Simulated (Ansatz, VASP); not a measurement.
# Two plane-wave programs on BaTlI3

```
Tl Ba I
1.0
     6.64237    0.00000    0.00000
     0.00000    6.64237    0.00000
     0.00000    0.00000    6.69076
Tl Ba I
1 1 3
Direct
  0.00000 0.00000 0.00000
  0.50000 0.50000 0.50000
  0.50000 0.50000 0.00000
  0.50000 0.00000 0.50000
  0.00000 0.50000 0.50000
```

Change from the starting cell: epitaxial_xy strain -0.5%.

Alike in both runs: task single point; functional HSE06; k mesh 2 × 2 × 2; no spin polarisation.

|  | VASP | Ansatz |
| --- | --- | --- |
| version | VASP 6.6.1 | Ansatz 0.2.0 |
| potentials or method | VASP PAW PBE potentials, release 64 (Tl_d, Ba_sv, I) | plane waves, PAW |
| plane-wave cutoff (eV) | 520 | 420 |
| occupations | gaussian, width 0.01 eV | fixed |
| valence electrons in the cell | 44 | 74 |

|  | VASP | Ansatz | Ansatz less VASP |
| --- | --- | --- | --- |
| gap on the k mesh at the Fermi level (eV) | 3.33 | 3.32 | -0.010 |
| pressure (GPa) | 0.6 | 0.4 | -0.14 |
| traceless stress, the component that is largest in VASP (GPa) | -0.16 | -0.15 | +0.008 |

VASP's potentials hold 44 valence electrons a cell and Ansatz's 74, so a difference there can come from the potentials and not from the codes. Ansatz's warnings: stress exchange threshold loose, stress scf threshold loose.

The k mesh is coarse, so the values compare programs but aren't converged. Neither program's run includes spin-orbit coupling.
